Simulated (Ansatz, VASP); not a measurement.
# One calculation of SnTe, two programs

POSCAR

```
SnTe
1.0
    0.0000000000      3.6111460000      3.6111460000
    3.6111460000      0.0000000000      3.6111460000
    3.6111460000      3.6111460000      0.0000000000
Te Sn
1 1
Direct
    0.2500000000      0.2500000000      0.2500000000
    0.0000000000      0.0000000000      0.0000000000
```

Contents of INCAR.step1:

```
SYSTEM = SnTe
  ALGO = Normal
  EDIFF = 1E-5
  ENCUT = 600
  GGA = PE
  ISMEAR = -1
  LASPH = .True.
  LCHARG = .False.
  LREAL = .False.
  LWAVE = .True.
  NBANDS = 17
  NELM = 80
  PREC = Accurate
  SIGMA = 0.05
```

INCAR.step2

```
SYSTEM = SnTe
  ALGO = Normal
  EDIFF = 1E-6
  EDIFFG = -0.01
  ENCUT = 600
  GGA = PE
  HFSCREEN = 0.2079
  IBRION = 2
  ISIF = 3
  ISMEAR = -1
  ISTART = 1
  LASPH = .True.
  LCHARG = .False.
  LHFCALC = .True.
  LREAL = .False.
  LWAVE = .False.
  NELM = 80
  NSW = 60
  PREC = Accurate
  PRECFOCK = Normal
  SIGMA = 0.05
```

The input KPOINTS:

```
k-points
0
Gamma
  4 4 4
  0 0 0
```

Contents of input:

```
crystal:
  lattice:
    - [0.0, 3.611146, 3.611146]
    - [3.611146, 0.0, 3.611146]
    - [3.611146, 3.611146, 0.0]
  atoms:
    - { symbol: Te, position: [0.25, 0.25, 0.25] }
    - { symbol: Sn, position: [0.0, 0.0, 0.0] }
hamiltonian:
  xc: hse06
  pseudopotentials: { kind: paw }
kpoints:
  mp_grid: { grid: [4, 4, 4] }
scf:
  occupations: { method: fermi_dirac, width: 0.05 }
output:
  forces: true
  stress: true
  eigenvalues: true
relax:
  f_tol: 0.01
  max_steps: 40
  cell: { stress_tol: 0.05 }
```

Alike in both runs: task relaxation of cell and atoms; functional HSE06; k mesh 4 × 4 × 4; occupations fermi-dirac, width 0.05 eV; no spin polarisation.

|  | VASP | Ansatz |
| --- | --- | --- |
| version | VASP 6.6.1 | Ansatz 0.2.0 |
| potentials or method | VASP PAW PBE potentials, release 64 (Te, Sn_d) | Ansatz PAW |
| plane-wave cutoff (eV) | 600 | 420 |
| valence electrons in the cell | 20 | 30 |

Ansatz gave:

- gap on the k mesh at the Fermi level, each at its own relaxed structure (eV): 0.30
- relaxed volume (Å³/atom): 45.97
- relaxed length of the cell vector where the two differ most in proportion (Å): 5.066

**Question.** Which values does VASP return?

**Answer.** gap on the k mesh at the Fermi level, each at its own relaxed structure (eV): 0.26; relaxed volume (Å³/atom): 45.66; relaxed length of the cell vector where the two differ most in proportion (Å): 5.055.

VASP's potentials hold 20 valence electrons a cell and Ansatz's 30, so a difference there can come from the potentials and not from the codes.

Spin-orbit coupling is off throughout. Noted on Ansatz's run: the plane-wave basis is chosen anew once the cell has moved, so the energies of steps on either side of that aren't comparable.
